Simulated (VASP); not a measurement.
# Pd (Fm-3m) in VASP: settings compared

Aim: see how the results for Pd move with the level of theory and the settings. Levels: revPBE, BLYP+D3(BJ). Tasks: single point.

Everything below comes from runs of VASP 6.6.1. Logs are shortened: lines on timing, memory, paths and dates and some standing lists are left out, and cuts for length are marked.

## Step 1: The cell of the first run

It takes space group Fm-3m (No. 225, cubic). The conventional cell has a = 3.969 Å, b = 3.969 Å, c = 3.969 Å, α = 90.00°, β = 90.00°, γ = 90.00°. Pd (site symmetry m-3m) has 12 Pd at 2.81 Å within 3.7 Å.

## Step 2: Single point, revPBE

File INCAR:

```
ALGO = Normal ; EDIFF = 1E-7
ENCUT = 520 ; GGA = RE
ISIF = 2 ; ISMEAR = -1
LASPH = True ; LCHARG = False
LREAL = False ; LWAVE = False
NBANDS = 11 ; NELM = 80
PREC = Accurate ; SIGMA = 0.05
```

File KPOINTS:

```
k-points
0
Gamma
  12 12 12
```

File POSCAR:

```
Pd
1.0
    0.0000000000      1.9846763588      1.9846763588
    1.9846763588      0.0000000000      1.9846763588
    1.9846763588      1.9846763588      0.0000000000
Pd
1
Direct
    0.0000000000      0.0000000000      0.0000000000
```

Potentials or basis: VASP PAW PBE potentials, release 64 (Pd).

On the command line:

```console
$ cat potpaw_PBE.64/Pd/POTCAR > POTCAR
$ mpirun -np 1 vasp_std > vasp.out
```

OUTCAR:

```text
EDIFF = 1E-7
   ENCUT = 520
   GGA = RE
   ISIF = 2
   ISMEAR = -1
   LASPH = True
   LREAL = False
   NELM = 80
   PREC = Accurate

 ion  position               nearest neighbor table
   1  0.000  0.000  0.000-

  LATTYP: Found a face centered cubic cell.
 ALAT       =     3.9693527176

  Lattice vectors:

 A1 = (   0.0000000000,   1.9846763588,   1.9846763588)
 A2 = (   1.9846763588,   0.0000000000,   1.9846763588)
 A3 = (   1.9846763588,   1.9846763588,   0.0000000000)

Analysis of symmetry for initial positions (statically):
[... 33 lines left out ...]
                                     Primitive cell

  volume of cell :      15.6350

  direct lattice vectors                    reciprocal lattice vectors
     0.000000000  1.984676359  1.984676359    -0.251930244  0.251930244  0.251930244
     1.984676359  0.000000000  1.984676359     0.251930244 -0.251930244  0.251930244
     1.984676359  1.984676359  0.000000000     0.251930244  0.251930244 -0.251930244

  length of vectors
     2.806756224  2.806756224  2.806756224     0.436355983  0.436355983  0.436355983

  position of ions in fractional coordinates (direct lattice)
     0.000000000  0.000000000  0.000000000

  ion indices of the primitive-cell ions
   primitive index   ion index
                 1           1

----------------------------------------------------------------------------------------

 KPOINTS: k-points

Automatic generation of k-mesh.
 Grid dimensions read from file:
 generate k-points for:   12   12   12

 Generating k-lattice:

  Cartesian coordinates                     Fractional coordinates (reciprocal lattice)
    -0.020994187  0.020994187  0.020994187     0.083333333  0.000000000  0.000000000
     0.020994187 -0.020994187  0.020994187     0.000000000  0.083333333  0.000000000
     0.020994187  0.020994187 -0.020994187     0.000000000  0.000000000  0.083333333

  Length of vectors
     0.036362999  0.036362999  0.036362999

  Shift w.r.t. Gamma in fractional coordinates (k-lattice)
     0.000000000  0.000000000  0.000000000

 Subroutine IBZKPT returns following result:
 ===========================================

 Found     72 irreducible k-points:

 Following reciprocal coordinates:
            Coordinates               Weight
  0.000000  0.000000  0.000000      1.000000
  0.083333  0.000000  0.000000      8.000000
  0.166667  0.000000  0.000000      8.000000
  0.250000  0.000000  0.000000      8.000000
  0.333333  0.000000  0.000000      8.000000
  0.416667  0.000000  0.000000      8.000000
[... 16 lines left out ...]
  0.500000  0.166667  0.000000     24.000000
 -0.416667  0.166667  0.000000     24.000000
 [... further k-points ...]
   k-points           NKPTS =     72   k-points in BZ     NKDIM =     72   number of bands    NBANDS=     11
   number of dos      NEDOS =    301   number of ions     NIONS =      1
   total plane-waves  NPLWV =  13824
   dimension x,y,z NGX =    24 NGY =   24 NGZ =   24
   dimension x,y,z NGXF=    48 NGYF=   48 NGZF=   48
   ions per type =               1
   NGX,Y,Z   is equivalent  to a cutoff of  14.22, 14.22, 14.22 a.u.
   NGXF,Y,Z  is equivalent  to a cutoff of  28.43, 28.43, 28.43 a.u.
 SYSTEM =  unknown system
   PREC   = accura    normal or accurate (medium, high low for compatibility)
   ISTART =      0    job   : 0-new  1-cont  2-samecut
   ICHARG =      2    charge: 1-file 2-atom 10-const
   ISPIN  =      1    spin polarized calculation?
   LNONCOLLINEAR =      F non collinear calculations
   LSORBIT =      F    spin-orbit coupling
   LASPH  =      T    aspherical Exc in radial PAW
   ENCUT  =  520.0 eV  38.22 Ry    6.18 a.u.   5.22  5.22  5.22*2*pi/ulx,y,z
   NELM   =     80;   NELMIN=  2; NELMDL= -5     # of ELM steps
   EDIFF  = 0.1E-06   stopping-criterion for ELM
   LREAL  =      F    real-space projection
   EDIFFG = 0.1E-05   stopping-criterion for IOM
   NSW    =      0    number of steps for IOM
   IBRION =     -1    ionic relax: 0-MD 1-quasi-New 2-CG
   NFREE  =      0    steps in history (QN), initial steepest desc. (CG)
   ISIF   =      2    stress and relaxation
   ISYM   =      2    0-nonsym 1-usesym 2-fastsym
   POTIM  = 0.5000    time-step for ionic-motion
   TEBEG  =    0.0;   TEEND  =   0.0 temperature during run
   PSTRESS=    0.0 pullay stress
   NELECT =      10.0000    total number of electrons
   NUPDOWN=      -1.0000    fix difference up-down
   EMIN   =  10.00;   EMAX   =-10.00  energy-range for DOS
   EFERMI =   0.00;   METHOD = LEGACY
   ISMEAR =    -1;   SIGMA  =   0.05  broadening in eV -4-tet -1-fermi 0-gaus
   EFERMI_NEDOS =   21; number of points for ismear=-14 and -15
   IALGO  =     38    algorithm
   IMIX   =      4    mixing-type and parameters
     AMIX     =   0.40;   BMIX     =  1.00
     AMIX_MAG =   1.60;   BMIX_MAG =  1.00
  volume/ion in A,a.u.               =      15.64       105.51
  Fermi-wavevector in a.u.,A,eV,Ry     =   1.410507  2.665471 27.069185  1.989529
  Thomas-Fermi vector in A             =   2.532453
   LORBIT       =      0    0 simple, 1 ext, 2 COOP (PROOUT), +10 PAW based schemes
   GGA     = RE    functional components
   LHFCALC =     F    Hartree Fock is set to
   AEXX    =    0.0000 exact exchange contribution
   IVDW    =     0    specifies the selected vdW correction
   LEPSILON=     F    determine dielectric tensor
   LRPA    =     F    only Hartree local field effects (RPA)
 non-spin polarized calculation
  energy-cutoff  :      520.00
  volume of cell :       15.64
 maximum number of plane-waves:       444
 NGX is ok and might be reduce to    24
   NGX = 11   NGY = 11   NGZ = 11

 number of electron      10.0000001 magnetization

 Free energy of the ion-electron system (eV)
  ---------------------------------------------------
  ext. energy  EPLUGINS =         0.00000000
  ---------------------------------------------------
  free energy    TOTEN  =        -4.75781306 eV

  energy without entropy =       -4.73682046  energy(sigma->0) =       -4.74731676

 E-fermi :   8.8756     XC(G=0): -12.7462

 val. band max:        8.8747091360   @ k =   0.5000   0.0833   0.0000
 cond. band min:       8.8755841590   @ k =   0.5000   0.4167   0.0833
 fundamental gap:      0.0008750230
 Fermi energy:         8.8755663593

 k-point     1 :       0.0000    0.0000    0.0000
  band No.  band energies     occupation
      1       2.2431      2.00000
      2       6.3191      2.00000
      3       6.3191      2.00000
      4       6.3191      2.00000
      5       7.7761      2.00000
      6       7.7761      2.00000
      7      26.0537      0.00000
      8      30.5241      0.00000
      9      30.5241      0.00000
     10      30.5241      0.00000
     11      35.2411      0.00000

 k-point     2 :       0.0833    0.0000    0.0000
  band No.  band energies     occupation
      1       2.4810      2.00000
      2       6.2425      2.00000
      3       6.3967      2.00000
      4       6.3967      2.00000
      5       7.7419      2.00000
      6       7.7419      2.00000
      7      26.2566      0.00000
      8      29.0307      0.00000
      9      30.7680      0.00000
     10      30.7680      0.00000
     11      35.4913      0.00000

 k-point     3 :       0.1667    0.0000    0.0000
  band No.  band energies     occupation
      1       3.1283      2.00000
      2       6.1113      2.00000
      3       6.5535      2.00000
      4       6.5535      2.00000
      5       7.7212      2.00000
      6       7.7212      2.00000
      7      25.7640      0.00000
      8      27.2535      0.00000
      9      31.3797      0.00000
     10      31.3797      0.00000
     11      34.5105      0.00000

 k-point     4 :       0.2500    0.0000    0.0000
  band No.  band energies     occupation
      1       3.8659      2.00000
      2       6.3065      2.00000
      3       6.5867      2.00000
      4       6.5867      2.00000
      5       7.9178      2.00000
      6       7.9178      2.00000
      7      22.9663      0.00000
      8      26.9769      0.00000
      9      31.8046      0.00000
     10      31.8046      0.00000
     11      34.1736      0.00000

 k-point     5 :       0.3333    0.0000    0.0000
  band No.  band energies     occupation
      1       4.1419      2.00000
      2       6.4632      2.00000
      3       6.4632      2.00000
      4       7.3957      2.00000
      5       8.3276      1.99997
      6       8.3276      1.99997
      7      19.9102      0.00000
      8      26.2699      0.00000
      9      30.9994      0.00000
     10      30.9994      0.00000
     11      34.6062      0.00000
[... 211 lines left out ...]
 k-point    21 :       0.3333    0.1667    0.0000
  band No.  band energies     occupation
      1       4.5628      2.00000
      2       5.5957      2.00000
      3       6.4912      2.00000
      4       7.0887      2.00000
      5       8.5129      1.99858
      6       8.5701      1.99556
      7      22.4089      0.00000
      8      26.8088      0.00000
      9      27.2216      0.00000
     10      29.3967      0.00000
     11      34.3055      0.00000

 k-point    22 :       0.4167    0.1667    0.0000
  band No.  band energies     occupation
      1       4.6104      2.00000
      2       5.9475      2.00000
      3       6.4914      2.00000
      4       6.9632      2.00000
      5       8.8243      1.47188
      6      10.0823      0.00000
      7      19.2888      0.00000
      8      25.8288      0.00000
      9      26.9103      0.00000
     10      28.6171      0.00000
     11      35.4678      0.00000

 k-point    23 :       0.5000    0.1667    0.0000
  band No.  band energies     occupation
      1       4.5792      2.00000
      2       5.8914      2.00000
      3       6.8313      2.00000
      4       6.9823      2.00000
      5       8.9032      0.73063
      6      11.8944      0.00000
      7      16.6243      0.00000
      8      24.9534      0.00000
      9      27.1853      0.00000
     10      27.7790      0.00000
     11      35.4913      0.00000

 k-point    24 :      -0.4167    0.1667    0.0000
  band No.  band energies     occupation
      1       4.6263      2.00000
      2       5.8970      2.00000
      3       6.7689      2.00000
      4       7.1717      2.00000
      5       8.6631      1.97184
      6      12.4312      0.00000
      7      16.1069      0.00000
      8      24.3341      0.00000
      9      27.4044      0.00000
     10      28.1966      0.00000
     11      35.5114      0.00000

 [... further k-points ...]
[... 5 lines left out ...]
  --------------------------------------------------------------------------------------
  -------------------------------------------------------------------------------------
  Total       -0.0355091     -0.0355091     -0.0355091     -0.0000000      0.0000000      0.0000000
  in kB       -3.6387447     -3.6387447     -3.6387447     -0.0000000      0.0000000      0.0000000
  external PRESSURE =      -3.6387447 kB  Pullay stress =       0.0000000 kB

 VOLUME and BASIS-vectors are now :
 -----------------------------------------------------------------------------
  energy-cutoff  :      520.00
  volume of cell :       15.64
      direct lattice vectors                 reciprocal lattice vectors
     0.000000000  1.984676359  1.984676359    -0.251930244  0.251930244  0.251930244
     1.984676359  0.000000000  1.984676359     0.251930244 -0.251930244  0.251930244
     1.984676359  1.984676359  0.000000000     0.251930244  0.251930244 -0.251930244

 POSITION                                       TOTAL-FORCE (eV/Angst)
 -----------------------------------------------------------------------------------
      0.00000      0.00000      0.00000         0.000000      0.000000      0.000000
 -----------------------------------------------------------------------------------
    total drift:                               -0.000000      0.000000     -0.000000

  FREE ENERGIE OF THE ION-ELECTRON SYSTEM (eV)
  ---------------------------------------------------
  free  energy   TOTEN  =        -4.7578130640 eV

  energy  without entropy=       -4.7368204596  energy(sigma->0) =       -4.74731676
```

Wall time 7.8 s (1 thread of Intel Xeon 6975P-C, shared host); peak memory 0.14 GiB.

Results:

- Free energy: -4.7578 eV
- Pressure: -0.4 GPa
- Band gap on the k mesh: zero (band 5 reaches 9.15 eV, above the bottom of band 6 at 7.72 eV)

Levels at points of the mesh, in eV from the Fermi level:
| k point | band 3 | band 4 | band 5 | band 6 | band 7 | band 8 |
| --- | --- | --- | --- | --- | --- | --- |
| (0.00, 0.00, 0.00) | -2.56 | -2.56 | -1.10 | -1.10 | 17.18 | 21.65 |
| (0.50, 0.00, 0.00) | -2.60 | -0.01 | -0.01 | 1.20 | 6.92 | 16.52 |
| (0.50, 0.50, 0.00) | -0.04 | 0.27 | 0.27 | 3.42 | 10.24 | 12.96 |

Caveat: the PAW data sets were made with another functional, which shifts forces and pressure a little.

## Step 3: Single point, BLYP+D3(BJ)

This run uses another cell than the first one, of 15.05 Å³/atom, 0.962 times its volume.

File INCAR:

```
SYSTEM = Pd
  PREC = Accurate
  ENCUT = 520
  EDIFF = 1E-6
  ISMEAR = -1
  SIGMA = 0.05
  LREAL = .FALSE.
  LASPH = .TRUE.
  NELM = 60
  ALGO = Normal
  ISIF = 2
  LWAVE = .FALSE.
  LCHARG = .FALSE.
  GGA = B5
  ALDAX = 1.0
  AGGAX = 1.0
  AGGAC = 1.0
  ALDAC = 0.0
  IVDW = 12
  VDW_S6 = 1.0
  VDW_S8 = 2.6996
  VDW_A1 = 0.4298
  VDW_A2 = 4.2359
  NBANDS = 11
```

File KPOINTS:

```
Automatic mesh
0
G
  12 12 12
  0 0 0
```

File POSCAR:

```
Pd
1.0
    0.0000000000      1.9593911042      1.9593911042
    1.9593911042      0.0000000000      1.9593911042
    1.9593911042      1.9593911042      0.0000000000
Pd
1
Direct
    0.0000000000      0.0000000000      0.0000000000
```

Potentials or basis: VASP PAW PBE potentials, release 64 (Pd).

On the command line:

```console
$ cat potpaw_PBE.64/Pd/POTCAR > POTCAR
$ mpirun -np 1 vasp_std > vasp.out
```

It took 11 s on 1 thread of Intel Xeon 6975P-C, shared host; peak memory 0.15 GiB.

Results (log left out):

```yaml
Free_energy: -5.8383 eV
Pressure: -2.6 GPa
Band_gap_on_the_k_mesh: zero (band 5 reaches 10.24 eV, above the bottom of band 6 at 8.69 eV)
Dispersion_energy_per_atom: -1.500 eV
```

Levels at points of the mesh, in eV from the Fermi level:
```
           k point  band 2  band 3  band 4  band 5  band 6  band 7  band 8  band 9
(0.00, 0.00, 0.00)   -2.74   -2.74   -2.74   -1.19   -1.19   17.53   22.01   22.01
(0.50, 0.00, 0.00)   -2.78   -2.78   -0.01   -0.01    1.34    7.22   16.92   20.94
(0.50, 0.50, 0.00)   -4.90   -0.05    0.30    0.30    3.57   10.67   13.22   13.22
```

Caveat: the PAW data sets were made with another functional, which shifts forces and pressure a little; pairwise dispersion overbinds metals, which lowers pressure and volume.

(Part 1 of 2 ends here.)
